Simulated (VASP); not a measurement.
A run of VASP 6.6.1 is set up as follows.

The input INCAR:

```
PREC = Accurate
ENCUT = 520
EDIFF = 1E-6
ISMEAR = 0
SIGMA = 0.15
LREAL = False
LASPH = True
NELM = 60
ALGO = Normal
ISIF = 2
LWAVE = False
LCHARG = False
GGA = PS
NBANDS = 21
```

File KPOINTS:

```
Automatic mesh
0
Gamma
  24 24 24
```

File POSCAR:

```
Ge
1.0
   -2.2753400581      2.8503497258      1.3967991573
    2.2753400581     -2.8503497258      1.3967991573
    2.2753400581      2.8503497258     -1.3967991573
Ge
2
Direct
    0.1246462076      0.8746462076      0.2500000000
    0.8753537924      0.1253537924      0.7500000000
```

Potentials or basis: VASP PAW PBE potentials, release 64 (Ge_d).

Command:

```bash
$ cat potpaw_PBE.64/Ge_d/POTCAR > POTCAR
$ mpirun -np 1 vasp_std > vasp.out
```

(1) What does it give for the largest force?

(2) Predict the band gap on the k mesh.

Answers

(1) 0.770 eV/Å.

(2) zero (bands 14 and 15 overlap by 7.13 eV).

Caveat: the cell differs from its parent crystal (strain -0.1125 x Voigt [1, -1, 0, 0, 0, 0]); the PAW data sets were made with another functional, which shifts forces and pressure a little.
